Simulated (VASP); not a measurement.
# As (Pm-3m) in VASP: a series of runs

As is run at these levels: r2SCAN; tasks: single point, relaxation of cell and atoms.

Everything below comes from runs of VASP 6.6.1. Logs are shortened: lines on timing, memory, paths and dates and some standing lists are left out, and cuts for length are marked.

### Step 1. The cell of the first run

Symmetry: Pm-3m, No. 221, cubic system. Conventional cell: a = 2.700 Å, b = 2.700 Å, c = 2.700 Å, α = 90.00°, β = 90.00°, γ = 90.00°. Within 3.6 Å of As (site symmetry m-3m) lie 6 As at 2.70 Å.

This isn't the form of As at room conditions, which is rhombohedral.

### Step 2. Single point, r2SCAN

Contents of POSCAR:

```
As
1.0
    2.6999192433      0.0000000000      0.0000000000
    0.0000000000      2.6999192433      0.0000000000
    0.0000000000      0.0000000000      2.6999192433
As
1
Direct
    0.0000000000      0.0000000000      0.0000000000
```

Contents of INCAR.step1:

```
SYSTEM = As
  ALGO = Normal
  EDIFF = 1E-4
  ENCUT = 520
  GGA = PE
  ISMEAR = 0
  LASPH = .TRUE.
  LCHARG = .FALSE.
  LREAL = .FALSE.
  LWAVE = .TRUE.
  NBANDS = 8
  NELM = 60
  PREC = Accurate
  SIGMA = 0.1
```

Contents of INCAR.step2:

```
SYSTEM = As
  ALGO = Normal
  EDIFF = 1E-6
  ENCUT = 520
  ISIF = 2
  ISMEAR = 0
  ISTART = 1
  LASPH = .TRUE.
  LCHARG = .FALSE.
  LMIXTAU = .TRUE.
  LREAL = .FALSE.
  LWAVE = .FALSE.
  METAGGA = R2SCAN
  NBANDS = 8
  NELM = 60
  PREC = Accurate
  SIGMA = 0.1
```

Contents of KPOINTS:

```
k-points
0
G
  9 9 9
  0 0 0
```

Potentials or basis: VASP PAW PBE potentials, release 64 (As).

Started as:

```
> cat potpaw_PBE.64/As/POTCAR > POTCAR
> cp INCAR.step1 INCAR
> mpirun -np 1 vasp_std > vasp.out
> cp INCAR.step2 INCAR
> mpirun -np 1 vasp_std > vasp.out
```

OUTCAR:

```text
SYSTEM = As
   EDIFF = 1E-6
   ENCUT = 520
   ISIF = 2
   ISMEAR = 0
   ISTART = 1
   LASPH = .TRUE.
   LREAL = .FALSE.
   METAGGA = R2SCAN
   NELM = 60
   PREC = Accurate

 ion  position               nearest neighbor table
   1  0.000  0.000  0.000-

  LATTYP: Found a simple cubic cell.
 ALAT       =     2.6999192433

  Lattice vectors:

 A1 = (   2.6999192433,   0.0000000000,   0.0000000000)
 A2 = (   0.0000000000,   2.6999192433,   0.0000000000)
 A3 = (   0.0000000000,   0.0000000000,   2.6999192433)

Analysis of symmetry for initial positions (statically):
=====================================================================
 Subroutine PRICEL returns:
 Original cell was already a primitive cell.

 Routine SETGRP: Setting up the symmetry group for a
 simple cubic supercell.

 Subroutine GETGRP returns: Found 48 space group operations
 (whereof 48 operations were pure point group operations)
 out of a pool of 48 trial point group operations.

The static configuration has the point symmetry O_h .

Analysis of symmetry for dynamics (positions and initial velocities):
=====================================================================
 Subroutine PRICEL returns:
 Original cell was already a primitive cell.

 Routine SETGRP: Setting up the symmetry group for a
 simple cubic supercell.

 Subroutine GETGRP returns: Found 48 space group operations
 (whereof 48 operations were pure point group operations)
 out of a pool of 48 trial point group operations.

The dynamic configuration has the point symmetry O_h .

 Subroutine INISYM returns: Found 48 space group operations
 (whereof 48 operations are pure point group operations),
 and found     1 'primitive' translations

----------------------------------------------------------------------------------------

                                     Primitive cell

  volume of cell :      19.6812

  direct lattice vectors                    reciprocal lattice vectors
     2.699919243  0.000000000  0.000000000     0.370381448  0.000000000  0.000000000
     0.000000000  2.699919243  0.000000000     0.000000000  0.370381448  0.000000000
     0.000000000  0.000000000  2.699919243     0.000000000  0.000000000  0.370381448

  length of vectors
     2.699919243  2.699919243  2.699919243     0.370381448  0.370381448  0.370381448

  position of ions in fractional coordinates (direct lattice)
     0.000000000  0.000000000  0.000000000

  ion indices of the primitive-cell ions
   primitive index   ion index
                 1           1

----------------------------------------------------------------------------------------

 KPOINTS: k-points

Automatic generation of k-mesh.
 Grid dimensions read from file:
 generate k-points for:    9    9    9

 Generating k-lattice:

  Cartesian coordinates                     Fractional coordinates (reciprocal lattice)
     0.041153494  0.000000000  0.000000000     0.111111111  0.000000000  0.000000000
     0.000000000  0.041153494  0.000000000     0.000000000  0.111111111  0.000000000
     0.000000000  0.000000000  0.041153494     0.000000000  0.000000000  0.111111111

  Length of vectors
     0.041153494  0.041153494  0.041153494

  Shift w.r.t. Gamma in fractional coordinates (k-lattice)
     0.000000000  0.000000000  0.000000000

 Subroutine IBZKPT returns following result:
 ===========================================

 Found     35 irreducible k-points:

 Following reciprocal coordinates:
            Coordinates               Weight
  0.000000  0.000000  0.000000      1.000000
  0.111111  0.000000  0.000000      6.000000
  0.222222  0.000000  0.000000      6.000000
  0.333333  0.000000  0.000000      6.000000
  0.444444  0.000000  0.000000      6.000000
  0.111111  0.111111  0.000000     12.000000
[... 16 lines left out ...]
  0.333333  0.333333  0.111111     24.000000
  0.444444  0.333333  0.111111     48.000000
 [... further k-points ...]
   k-points           NKPTS =     35   k-points in BZ     NKDIM =     35   number of bands    NBANDS=      8
   number of dos      NEDOS =    301   number of ions     NIONS =      1
   total plane-waves  NPLWV =   8000
   dimension x,y,z NGX =    20 NGY =   20 NGZ =   20
   dimension x,y,z NGXF=    40 NGYF=   40 NGZF=   40
   ions per type =               1
   NGX,Y,Z   is equivalent  to a cutoff of  12.31, 12.31, 12.31 a.u.
   NGXF,Y,Z  is equivalent  to a cutoff of  24.63, 24.63, 24.63 a.u.
 SYSTEM =  As
   PREC   = accura    normal or accurate (medium, high low for compatibility)
   ISTART =      1    job   : 0-new  1-cont  2-samecut
   ICHARG =      0    charge: 1-file 2-atom 10-const
   ISPIN  =      1    spin polarized calculation?
   LNONCOLLINEAR =      F non collinear calculations
   LSORBIT =      F    spin-orbit coupling
   LASPH  =      T    aspherical Exc in radial PAW
   ENCUT  =  520.0 eV  38.22 Ry    6.18 a.u.   5.02  5.02  5.02*2*pi/ulx,y,z
   NELM   =     60;   NELMIN=  2; NELMDL=  0     # of ELM steps
   EDIFF  = 0.1E-05   stopping-criterion for ELM
   LREAL  =      F    real-space projection
   EDIFFG = 0.1E-04   stopping-criterion for IOM
   NSW    =      0    number of steps for IOM
   IBRION =     -1    ionic relax: 0-MD 1-quasi-New 2-CG
   NFREE  =      0    steps in history (QN), initial steepest desc. (CG)
   ISIF   =      2    stress and relaxation
   ISYM   =      2    0-nonsym 1-usesym 2-fastsym
   POTIM  = 0.5000    time-step for ionic-motion
   TEBEG  =    0.0;   TEEND  =   0.0 temperature during run
   PSTRESS=    0.0 pullay stress
   NELECT =       5.0000    total number of electrons
   NUPDOWN=      -1.0000    fix difference up-down
   EMIN   =  10.00;   EMAX   =-10.00  energy-range for DOS
   EFERMI =   0.00;   METHOD = LEGACY
   ISMEAR =     0;   SIGMA  =   0.10  broadening in eV -4-tet -1-fermi 0-gaus
   EFERMI_NEDOS =   21; number of points for ismear=-14 and -15
   IALGO  =     38    algorithm
   IMIX   =      4    mixing-type and parameters
     AMIX     =   0.40;   BMIX     =  1.00
     AMIX_MAG =   1.60;   BMIX_MAG =  1.00
  volume/ion in A,a.u.               =      19.68       132.82
  Fermi-wavevector in a.u.,A,eV,Ry     =   1.036846  1.959354 14.626925  1.075049
  Thomas-Fermi vector in A             =   2.171255
   LORBIT       =      0    0 simple, 1 ext, 2 COOP (PROOUT), +10 PAW based schemes
   METAGGA = R2SCAN    functional components
   LHFCALC =     F    Hartree Fock is set to
   AEXX    =    0.0000 exact exchange contribution
   IVDW    =     0    specifies the selected vdW correction
   LEPSILON=     F    determine dielectric tensor
   LRPA    =     F    only Hartree local field effects (RPA)
 non-spin polarized calculation
 Gauss-broadening in eV      SIGMA  =   0.10
  energy-cutoff  :      520.00
  volume of cell :       19.68
 maximum number of plane-waves:       540
   NGX = 11   NGY = 11   NGZ = 11

 number of electron       5.0000001 magnetization

 Free energy of the ion-electron system (eV)
  ---------------------------------------------------
  ext. energy  EPLUGINS =         0.00000000
  ---------------------------------------------------
  free energy    TOTEN  =       -14.54948672 eV

  energy without entropy =      -14.54692707  energy(sigma->0) =      -14.54820690

 E-fermi :   6.1078     XC(G=0): -10.9487

 val. band max:        6.0050606333   @ k =   0.3333   0.2222   0.0000
 cond. band min:       6.2030818811   @ k =   0.3333   0.2222   0.1111
 fundamental gap:      0.1980212479
 Fermi energy:         6.1078059843

 k-point     1 :       0.0000    0.0000    0.0000
  band No.  band energies     occupation
      1      -9.8979      2.00000
      2      10.1960      0.00000
      3      10.1960      0.00000
      4      10.1960      0.00000
      5      14.7399      0.00000
      6      14.7399      0.00000
      7      17.4929      0.00000
      8      31.8825      0.00000

 k-point     2 :       0.1111    0.0000    0.0000
  band No.  band energies     occupation
      1      -9.6588      2.00000
      2       7.7037      0.00000
      3      10.4071      0.00000
      4      10.4071      0.00000
      5      14.9494      0.00000
      6      16.3511      0.00000
      7      18.9980      0.00000
      8      29.1712      0.00000

 k-point     3 :       0.2222    0.0000    0.0000
  band No.  band energies     occupation
      1      -8.9581      2.00000
      2       4.1440      2.00000
      3      11.0016      0.00000
      4      11.0016      0.00000
      5      15.5550      0.00000
      6      17.4521      0.00000
      7      23.0736      0.00000
      8      25.8568      0.00000

 k-point     4 :       0.3333    0.0000    0.0000
  band No.  band energies     occupation
      1      -7.8801      2.00000
      2       1.0242      2.00000
      3      11.8306      0.00000
      4      11.8306      0.00000
      5      16.4536      0.00000
      6      18.6941      0.00000
      7      23.1593      0.00000
      8      23.1593      0.00000

 k-point     5 :       0.4444    0.0000    0.0000
  band No.  band energies     occupation
      1      -6.7875      2.00000
      2      -1.1126      2.00000
      3      12.5224      0.00000
      4      12.5224      0.00000
      5      17.2904      0.00000
      6      20.3132      0.00000
      7      21.5255      0.00000
      8      21.5255      0.00000
[... 177 lines left out ...]
 k-point    22 :       0.4444    0.2222    0.1111
  band No.  band energies     occupation
      1      -5.5910      2.00000
      2      -0.0317      2.00000
      3       7.0242      0.00000
      4      11.2371      0.00000
      5      14.2076      0.00000
      6      18.6741      0.00000
      7      22.2924      0.00000
      8      24.9972      0.00000

 k-point    23 :       0.3333    0.3333    0.1111
  band No.  band energies     occupation
      1      -5.6029      2.00000
      2       2.7219      2.00000
      3       3.4243      2.00000
      4      11.2644      0.00000
      5      13.1850      0.00000
      6      20.7056      0.00000
      7      21.7066      0.00000
      8      23.1726      0.00000

 k-point    24 :       0.4444    0.3333    0.1111
  band No.  band energies     occupation
      1      -4.4757      2.00000
      2       0.8858      2.00000
      3       3.9445      2.00000
      4      11.2746      0.00000
      5      12.1236      0.00000
      6      19.6445      0.00000
      7      22.1023      0.00000
      8      24.0989      0.00000

 [... further k-points ...]

------------------------ aborting loop because EDIFF is reached ----------------------------------------

  FORCE on cell =-STRESS in cart. coord.  units (eV):
  Direction    XX          YY          ZZ          XY          YZ          ZX
  --------------------------------------------------------------------------------------
  -------------------------------------------------------------------------------------
  Total       -0.0068168     -0.0068168     -0.0068168      0.0000000      0.0000000     -0.0000000
  in kB       -0.5549344     -0.5549344     -0.5549344      0.0000000      0.0000000     -0.0000000
  external PRESSURE =      -0.5549344 kB  Pullay stress =       0.0000000 kB

 VOLUME and BASIS-vectors are now :
 -----------------------------------------------------------------------------
  energy-cutoff  :      520.00
  volume of cell :       19.68
      direct lattice vectors                 reciprocal lattice vectors
     2.699919243  0.000000000  0.000000000     0.370381448  0.000000000  0.000000000
     0.000000000  2.699919243  0.000000000     0.000000000  0.370381448  0.000000000
     0.000000000  0.000000000  2.699919243     0.000000000  0.000000000  0.370381448

 POSITION                                       TOTAL-FORCE (eV/Angst)
 -----------------------------------------------------------------------------------
      0.00000      0.00000      0.00000         0.000000      0.000000      0.000000
 -----------------------------------------------------------------------------------
    total drift:                               -0.000000     -0.000000      0.000000

  FREE ENERGIE OF THE ION-ELECTRON SYSTEM (eV)
  ---------------------------------------------------
  free  energy   TOTEN  =       -14.5494867184 eV

  energy  without entropy=      -14.5469270720  energy(sigma->0) =      -14.54820690
```

It took 6.9 s on 1 thread of Intel Xeon 6975P-C (Granite Rapids), shared host; peak memory 0.13 GiB.

What came out:

| Property | Result |
| --- | --- |
| Free energy | -14.5495 eV |
| Pressure | -0.1 GPa |
| Band gap on the k mesh | zero (an odd number of electrons rules out a gap without spin polarisation) |

Levels at points of the mesh, in eV from the Fermi level:
| k point | band 1 | band 2 | band 3 | band 4 | band 5 | band 6 | band 7 |
| --- | --- | --- | --- | --- | --- | --- | --- |
| (0.00, 0.00, 0.00) | -16.01 | 4.09 | 4.09 | 4.09 | 8.63 | 8.63 | 11.39 |

Caveat: the PAW data sets were made with another functional, which shifts forces and pressure a little.

### Step 3. Relaxation of cell and atoms, r2SCAN

This run uses another cell than the first one, of 23.64 Å³/atom.

Contents of POSCAR:

```
As
1.0
    2.8700000000      0.0000000000      0.0000000000
    0.0000000000      2.8700000000      0.0000000000
    0.0000000000      0.0000000000      2.8700000000
As
1
Direct
    0.0000000000      0.0000000000      0.0000000000
```

Contents of INCAR.step1:

```
ALGO = Normal
EDIFF = 1E-4
ENCUT = 600
GGA = PE
ISMEAR = 0
LASPH = True
LCHARG = False
LREAL = False
LWAVE = True
NELM = 100
PREC = Accurate
SIGMA = 0.1
```

Contents of INCAR.step2:

```
ALGO = Normal
EDIFF = 1E-7
EDIFFG = -0.02
ENCUT = 600
IBRION = 2
ISIF = 3
ISMEAR = 0
ISTART = 1
LASPH = True
LCHARG = False
LMIXTAU = True
LREAL = False
LWAVE = False
METAGGA = R2SCAN
NELM = 100
NSW = 80
PREC = Accurate
SIGMA = 0.1
```

Contents of KPOINTS:

```
k-points
0
Gamma
  9 9 9
```

Potentials or basis: VASP PAW PBE potentials, release 64 (As).

Started as:

```
> cat potpaw_PBE.64/As/POTCAR > POTCAR
> cp INCAR.step1 INCAR
> mpirun -np 1 vasp_std > vasp.out
> cp INCAR.step2 INCAR
> mpirun -np 1 vasp_std > vasp.out
```

It took 26 s on 1 thread of Intel Xeon 6975P-C (Granite Rapids), shared host; peak memory 0.15 GiB.

It converged, with:

```yaml
Free_energy: -14.5501 eV
Relaxed_volume: 19.64 Å³/atom
Relaxed_cell: a = 2.698 Å, b = 2.698 Å, c = 2.698 Å, α = 90.00°, β = 90.00°, γ = 90.00°
Space_group_after_relaxing_to_0.1_Å: Pm-3m (No. 221)
Energy_gained_by_relaxing: 148.2 meV/atom
Ionic_steps: 4
Pressure_after_relaxing: 0.1 GPa
Band_gap_on_the_k_mesh: zero (an odd number of electrons rules out a gap without spin polarisation)
```

The path:
```
step  energy change (eV)  largest force (eV/Å)  pressure (GPa)  volume (Å³)
   1              0.0000                0.0000          -10.36        23.64
   2             -0.1363                0.0000            4.57        18.78
   3             -0.1482                0.0000           -0.20        19.71
   4             -0.1482                0.0000            0.12        19.64
```

Final structure:
```
As
1.0
     2.69798    0.00000    0.00000
     0.00000    2.69798    0.00000
     0.00000    0.00000    2.69798
As
1
Cartesian
  0.0000 0.0000 0.0000
```

Levels at points of the mesh, in eV from the Fermi level:
| k point | band 1 | band 2 | band 3 | band 4 | band 5 |
| --- | --- | --- | --- | --- | --- |
| (0.00, 0.00, 0.00) | -16.03 | 4.10 | 4.10 | 4.10 | 8.63 |

Caveat: the volume moved by over 15 % at a fixed basis, so the end points are rough; the PAW data sets were made with another functional, which shifts forces and pressure a little.

(Part 1 of 2 ends here.)
